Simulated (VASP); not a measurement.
# Sr (P6_3/mmc) in VASP: a series of runs

Sr is run at these levels: PBEsol; tasks: single point, relaxation of cell and atoms.

Everything below comes from runs of VASP 6.6.1. Logs are shortened: lines on timing, memory, paths and dates and some standing lists are left out, and cuts for length are marked.

## 1. The cell of the first run

The structure is hexagonal, space group P6_3/mmc (No. 194). Conventional cell: a = 4.190 Å, b = 4.190 Å, c = 6.889 Å, α = 90.00°, β = 90.00°, γ = 120.00°. Within 5.5 Å of Sr (site symmetry -6m2) lie 12 Sr at 4.19 to 4.21 Å.

## 2. Single point, PBEsol

The input, INCAR:

```
PREC = Accurate
ENCUT = 520
EDIFF = 1E-6
ISMEAR = -1
SIGMA = 0.08
LREAL = False
LASPH = True
NELM = 100
ALGO = Normal
ISIF = 2
LWAVE = False
LCHARG = False
GGA = PS
NBANDS = 17
```

The input, KPOINTS:

```
regular mesh
0
Gamma
  10 10 6
```

The input, POSCAR:

```
Sr
1.0
    4.1904189781      0.0000000000      0.0000000000
   -2.0952094891      3.6290092876      0.0000000000
    0.0000000000      0.0000000000      6.8892207669
Sr
2
Direct
    0.3333333333      0.6666666667      0.2500000000
    0.6666666667      0.3333333333      0.7500000000
```

Potentials or basis: VASP PAW PBE potentials, release 64 (Sr_sv).

Command:

```bash
$ cat potpaw_PBE.64/Sr_sv/POTCAR > POTCAR
$ mpirun -np 1 vasp_std > vasp.out
```

OUTCAR:

```text
PREC = Accurate
   ENCUT = 520
   EDIFF = 1E-6
   ISMEAR = -1
   LREAL = False
   LASPH = True
   NELM = 100
   ISIF = 2
   GGA = PS

 ion  position               nearest neighbor table
   1  0.333  0.667  0.250-   2 4.21   2 4.21   2 4.21   2 4.21   2 4.21   2 4.21
   2  0.667  0.333  0.750-   1 4.21   1 4.21   1 4.21   1 4.21   1 4.21   1 4.21

  LATTYP: Found a hexagonal cell.
 ALAT       =     4.1904189781
 C/A-ratio  =     1.6440410381

  Lattice vectors:

 A1 = (   4.1904189781,   0.0000000000,   0.0000000000)
 A2 = (  -2.0952094891,   3.6290092876,   0.0000000000)
 A3 = (   0.0000000000,   0.0000000000,   6.8892207669)

Analysis of symmetry for initial positions (statically):
=====================================================================
 Subroutine PRICEL returns:
 Original cell was already a primitive cell.

 Routine SETGRP: Setting up the symmetry group for a
 hexagonal supercell.

 Subroutine GETGRP returns: Found 24 space group operations
 (whereof 12 operations were pure point group operations)
 out of a pool of 24 trial point group operations.

The static configuration has the point symmetry D_3d.
 The point group associated with its full space group is D_6h.

Analysis of symmetry for dynamics (positions and initial velocities):
=====================================================================
 Subroutine PRICEL returns:
 Original cell was already a primitive cell.

 Routine SETGRP: Setting up the symmetry group for a
 hexagonal supercell.

 Subroutine GETGRP returns: Found 24 space group operations
 (whereof 12 operations were pure point group operations)
 out of a pool of 24 trial point group operations.

The dynamic configuration has the point symmetry D_3d.
 The point group associated with its full space group is D_6h.

 Subroutine INISYM returns: Found 24 space group operations
 (whereof 12 operations are pure point group operations),
 and found     1 'primitive' translations

----------------------------------------------------------------------------------------

                                     Primitive cell

  volume of cell :     104.7649

  direct lattice vectors                    reciprocal lattice vectors
     4.190418978  0.000000000  0.000000000     0.238639622  0.137778650  0.000000000
    -2.095209489  3.629009288  0.000000000     0.000000000  0.275557300  0.000000000
     0.000000000  0.000000000  6.889220767     0.000000000  0.000000000  0.145154297

  length of vectors
     4.190418978  4.190418978  6.889220767     0.275557300  0.275557300  0.145154297

  position of ions in fractional coordinates (direct lattice)
     0.333333333  0.666666667  0.250000000
     0.666666667  0.333333333  0.750000000

  ion indices of the primitive-cell ions
   primitive index   ion index
                 1           1
                 2           2

----------------------------------------------------------------------------------------

 KPOINTS: regular mesh

Automatic generation of k-mesh.
 Grid dimensions read from file:
 generate k-points for:   10   10    6

 Generating k-lattice:

  Cartesian coordinates                     Fractional coordinates (reciprocal lattice)
     0.023863962  0.013777865  0.000000000     0.100000000  0.000000000  0.000000000
     0.000000000  0.027555730  0.000000000     0.000000000  0.100000000  0.000000000
     0.000000000  0.000000000  0.024192383     0.000000000  0.000000000  0.166666667

  Length of vectors
     0.027555730  0.027555730  0.024192383

  Shift w.r.t. Gamma in fractional coordinates (k-lattice)
     0.000000000  0.000000000  0.000000000

 Subroutine IBZKPT returns following result:
 ===========================================

 Found     56 irreducible k-points:

 Following reciprocal coordinates:
            Coordinates               Weight
  0.000000  0.000000  0.000000      1.000000
  0.100000  0.000000  0.000000      6.000000
  0.200000  0.000000  0.000000      6.000000
  0.300000  0.000000  0.000000      6.000000
  0.400000  0.000000  0.000000      6.000000
  0.500000  0.000000  0.000000      3.000000
[... 16 lines left out ...]
  0.300000  0.100000  0.166667     24.000000
  0.400000  0.100000  0.166667     24.000000
 [... further k-points ...]
   k-points           NKPTS =     56   k-points in BZ     NKDIM =     56   number of bands    NBANDS=     17
   number of dos      NEDOS =    301   number of ions     NIONS =      2
   total plane-waves  NPLWV =  55296
   dimension x,y,z NGX =    32 NGY =   32 NGZ =   54
   dimension x,y,z NGXF=    64 NGYF=   64 NGZF=  108
   ions per type =               2
   NGX,Y,Z   is equivalent  to a cutoff of  12.70, 12.70, 13.03 a.u.
   NGXF,Y,Z  is equivalent  to a cutoff of  25.39, 25.39, 26.06 a.u.
 SYSTEM =  unknown system
   PREC   = accura    normal or accurate (medium, high low for compatibility)
   ISTART =      0    job   : 0-new  1-cont  2-samecut
   ICHARG =      2    charge: 1-file 2-atom 10-const
   ISPIN  =      1    spin polarized calculation?
   LNONCOLLINEAR =      F non collinear calculations
   LSORBIT =      F    spin-orbit coupling
   LASPH  =      T    aspherical Exc in radial PAW
   ENCUT  =  520.0 eV  38.22 Ry    6.18 a.u.   7.79  7.79 12.81*2*pi/ulx,y,z
   NELM   =    100;   NELMIN=  2; NELMDL= -5     # of ELM steps
   EDIFF  = 0.1E-05   stopping-criterion for ELM
   LREAL  =      F    real-space projection
[... 7 lines left out ...]
   TEBEG  =    0.0;   TEEND  =   0.0 temperature during run
   PSTRESS=    0.0 pullay stress
   NELECT =      20.0000    total number of electrons
   NUPDOWN=      -1.0000    fix difference up-down
   EMIN   =  10.00;   EMAX   =-10.00  energy-range for DOS
   EFERMI =   0.00;   METHOD = LEGACY
   ISMEAR =    -1;   SIGMA  =   0.08  broadening in eV -4-tet -1-fermi 0-gaus
   EFERMI_NEDOS =   21; number of points for ismear=-14 and -15
   IALGO  =     38    algorithm
   IMIX   =      4    mixing-type and parameters
     AMIX     =   0.40;   BMIX     =  1.00
     AMIX_MAG =   1.60;   BMIX_MAG =  1.00
  volume/ion in A,a.u.               =      52.38       353.49
  Fermi-wavevector in a.u.,A,eV,Ry     =   0.942641  1.781333 12.089755  0.888572
  Thomas-Fermi vector in A             =   2.070270
   LORBIT       =      0    0 simple, 1 ext, 2 COOP (PROOUT), +10 PAW based schemes
   GGA     = PS    functional components
   LHFCALC =     F    Hartree Fock is set to
   AEXX    =    0.0000 exact exchange contribution
   IVDW    =     0    specifies the selected vdW correction
   LEPSILON=     F    determine dielectric tensor
   LRPA    =     F    only Hartree local field effects (RPA)
 non-spin polarized calculation
  energy-cutoff  :      520.00
  volume of cell :      104.76
 maximum number of plane-waves:      2844
 NGX is ok and might be reduce to    32
   NGX = 15   NGY = 15   NGZ = 25

 number of electron      20.0000000 magnetization

 Free energy of the ion-electron system (eV)
  ---------------------------------------------------
  ext. energy  EPLUGINS =         0.00000000
  ---------------------------------------------------
  free energy    TOTEN  =        -3.69807494 eV

  energy without entropy =       -3.64032344  energy(sigma->0) =       -3.66919919

 E-fermi :   1.6648     XC(G=0):  -7.5836

 val. band max:        1.5973431865   @ k =   0.3000   0.2000   0.1667
 cond. band min:       1.6681030373   @ k =   0.3000   0.3000   0.0000
 fundamental gap:      0.0707598509
 Fermi energy:         1.6647765148

 k-point     1 :       0.0000    0.0000    0.0000
  band No.  band energies     occupation
      1     -34.7716      2.00000
      2     -34.7543      2.00000
      3     -16.8945      2.00000
      4     -16.6960      2.00000
      5     -16.6960      2.00000
      6     -16.6650      2.00000
[... 9 lines left out ...]
     16       4.4368      0.00000
     17       5.0057      0.00000

 k-point     2 :       0.1000    0.0000    0.0000
  band No.  band energies     occupation
      1     -34.7700      2.00000
      2     -34.7535      2.00000
      3     -16.8870      2.00000
      4     -16.7137      2.00000
      5     -16.7015      2.00000
      6     -16.6834      2.00000
[... 9 lines left out ...]
     16       4.5814      0.00000
     17       4.7544      0.00000

 k-point     3 :       0.2000    0.0000    0.0000
  band No.  band energies     occupation
      1     -34.7659      2.00000
      2     -34.7516      2.00000
      3     -16.8660      2.00000
      4     -16.7601      2.00000
      5     -16.7302      2.00000
      6     -16.7155      2.00000
[... 9 lines left out ...]
     16       4.5665      0.00000
     17       4.6054      0.00000

 k-point     4 :       0.3000    0.0000    0.0000
  band No.  band energies     occupation
      1     -34.7605      2.00000
      2     -34.7494      2.00000
      3     -16.8363      2.00000
      4     -16.8178      2.00000
      5     -16.7861      2.00000
      6     -16.7321      2.00000
[... 9 lines left out ...]
     16       5.0888      0.00000
     17       5.2225      0.00000

 k-point     5 :       0.4000    0.0000    0.0000
  band No.  band energies     occupation
      1     -34.7557      2.00000
      2     -34.7481      2.00000
      3     -16.8645      2.00000
      4     -16.8299      2.00000
      5     -16.8058      2.00000
      6     -16.7452      2.00000
[... 9 lines left out ...]
     16       5.6718      0.00000
     17       6.0850      0.00000

 k-point     6 :       0.5000    0.0000    0.0000
  band No.  band energies     occupation
      1     -34.7536      2.00000
      2     -34.7479      2.00000
      3     -16.8823      2.00000
      4     -16.8463      2.00000
      5     -16.7904      2.00000
      6     -16.7502      2.00000
[... 9 lines left out ...]
     16       6.1395      0.00000
     17       6.7378      0.00000
[... 281 lines left out ...]
 k-point    21 :       0.1000    0.1000    0.1667
  band No.  band energies     occupation
      1     -34.7662      2.00000
      2     -34.7532      2.00000
      3     -16.8618      2.00000
      4     -16.7377      2.00000
      5     -16.7296      2.00000
      6     -16.7058      2.00000
[... 9 lines left out ...]
     16       4.5947      0.00000
     17       4.8741      0.00000

 k-point    22 :       0.2000    0.1000    0.1667
  band No.  band energies     occupation
      1     -34.7616      2.00000
      2     -34.7509      2.00000
      3     -16.8456      2.00000
      4     -16.7832      2.00000
      5     -16.7726      2.00000
      6     -16.7248      2.00000
[... 9 lines left out ...]
     16       4.8091      0.00000
     17       5.1158      0.00000

 k-point    23 :       0.3000    0.1000    0.1667
  band No.  band energies     occupation
      1     -34.7567      2.00000
      2     -34.7491      2.00000
      3     -16.8541      2.00000
      4     -16.8239      2.00000
      5     -16.7902      2.00000
      6     -16.7438      2.00000
[... 9 lines left out ...]
     16       5.2108      0.00000
     17       5.7322      0.00000

 k-point    24 :       0.4000    0.1000    0.1667
  band No.  band energies     occupation
      1     -34.7532      2.00000
      2     -34.7483      2.00000
      3     -16.8793      2.00000
      4     -16.8476      2.00000
      5     -16.7789      2.00000
      6     -16.7526      2.00000
[... 9 lines left out ...]
     16       5.6914      0.00000
     17       6.0225      0.00000

 [... further k-points ...]
[... 5 lines left out ...]
  --------------------------------------------------------------------------------------
  -------------------------------------------------------------------------------------
  Total        0.0042625      0.0042625      0.0058117     -0.0000000      0.0000000      0.0000000
  in kB        0.0651874      0.0651874      0.0888784     -0.0000000      0.0000000      0.0000000
  external PRESSURE =       0.0730844 kB  Pullay stress =       0.0000000 kB

 VOLUME and BASIS-vectors are now :
 -----------------------------------------------------------------------------
  energy-cutoff  :      520.00
  volume of cell :      104.76
      direct lattice vectors                 reciprocal lattice vectors
     4.190418978  0.000000000  0.000000000     0.238639622  0.137778650  0.000000000
    -2.095209489  3.629009288  0.000000000     0.000000000  0.275557300  0.000000000
     0.000000000  0.000000000  6.889220767     0.000000000  0.000000000  0.145154297

 POSITION                                       TOTAL-FORCE (eV/Angst)
 -----------------------------------------------------------------------------------
     -0.00000      2.41934      1.72231         0.000000     -0.000000      0.000000
      2.09521      1.20967      5.16692        -0.000000      0.000000     -0.000000
 -----------------------------------------------------------------------------------
    total drift:                               -0.000000      0.000000     -0.000000

  FREE ENERGIE OF THE ION-ELECTRON SYSTEM (eV)
  ---------------------------------------------------
  free  energy   TOTEN  =        -3.6980749409 eV

  energy  without entropy=       -3.6403234366  energy(sigma->0) =       -3.66919919
```

Run time: 33 s. Hardware: 1 thread of Intel Xeon Platinum 8559C (Emerald Rapids), shared host; peak memory 0.27 GiB.

What came out:

- Free energy: -3.6981 eV
- Pressure: 0.0 GPa
- Band gap on the k mesh: zero (band 10 reaches 1.80 eV, above the bottom of band 11 at 1.67 eV)

Caveat: the PAW data sets were made with another functional, which shifts forces and pressure a little.

(Continued in part 2 of 2.)
